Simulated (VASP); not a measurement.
# BaTiO3: single point with PBE

BaTiO3:

```
CELL_PARAMETERS angstrom
2.88313 1.66457 2.36319
-2.88313 1.66457 2.36319
0.00000 -3.32915 2.36319
ATOMIC_POSITIONS crystal
Ba 0.99416 0.99416 0.99416
Ti 0.47906 0.47906 0.47906
O 0.51182 0.51182 0.02444
O 0.02444 0.51182 0.51182
O 0.51182 0.02444 0.51182
```

This cell differs from its parent crystal: volume scaled by 1.06, then relaxed in part.

* Program: VASP 6.6.1
* Task: single point
* Functional: PBE
* Potentials or basis: VASP PAW PBE potentials, release 64 (Ba_sv, Ti_sv, O)
* Cutoff: 520 eV
* k mesh: 8 × 8 × 8
* Occupations: fermi-dirac, width 0.02 eV
* Spin: no spin polarisation

```
Pressure               : -0.1 GPa
Largest force          : 0.096 eV/Å
Band gap on the k mesh : 2.65 eV, indirect (least direct gap 3.16 eV)
```

Forces in eV/Å, atoms in the order of the input:
```
Ba   0.000  0.000  0.038
Ti   0.000  0.000  0.096
O    0.000  0.034 -0.045
O   -0.029 -0.017 -0.045
O    0.029 -0.017 -0.045
```

Stress tensor (GPa, compression positive):
```
-0.44  0.00  0.00
 0.00 -0.44  0.00
 0.00  0.00  0.57
```

Levels at points of the mesh, in eV from the valence-band top:
| k point | band 17 | band 18 | band 19 | band 20 | band 21 | band 22 | band 23 | band 24 |
| --- | --- | --- | --- | --- | --- | --- | --- | --- |
| (0.00, 0.00, 0.00) | -0.97 | -0.74 | -0.61 | -0.61 | 2.67 | 2.67 | 2.84 | 4.50 |
| (0.50, 0.00, 0.00) | -1.61 | -1.48 | -1.08 | -0.91 | 2.81 | 3.70 | 3.88 | 4.46 |
| (0.50, 0.50, 0.00) | -1.57 | -0.92 | -0.85 | -0.09 | 3.79 | 3.83 | 4.11 | 4.83 |
| (0.50, 0.50, 0.50) | -2.30 | -0.05 | -0.05 | 0.00 | 4.10 | 4.36 | 4.36 | 6.31 |

Wall time 72 s on 1 thread of Intel(R) Xeon(R) Platinum 8488C (Sapphire Rapids), with other jobs on the host, peak memory 0.25 GiB.

Caveat: spin-orbit coupling is left out, which moves the levels of the heavy elements. A k mesh can miss the band edges.
